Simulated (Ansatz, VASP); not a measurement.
Sn in VASP and in Ansatz

```
Sn
1.0
    -2.06899    2.06899    1.69333
     2.06899   -2.06899    1.69333
     2.06899    2.06899   -1.69333
Sn
1
Cartesian
  0.0000 0.0000 0.0000
```

Change from the starting cell: volume scaled by 1.06.

Alike in both runs: task single point; functional PBE; k mesh 16 × 16 × 16; occupations fermi-dirac, width 0.05 eV; no spin polarisation.

```csv
,VASP,Ansatz
version,VASP 6.6.1,Ansatz 0.2.0
potentials or method,"VASP PAW PBE potentials, release 64 (Sn_d), cutoff 520 eV","all-electron LAPW, scalar-relativistic"
```

|  | VASP | Ansatz | Ansatz less VASP |
| --- | --- | --- | --- |
| pressure (GPa) | -1.7 | -1.6 | +0.07 |
| traceless stress, the component that is largest in VASP (GPa) | 0.28 | 0.28 | +0.003 |

Ansatz ran all-electron here, and VASP with PAW potentials.
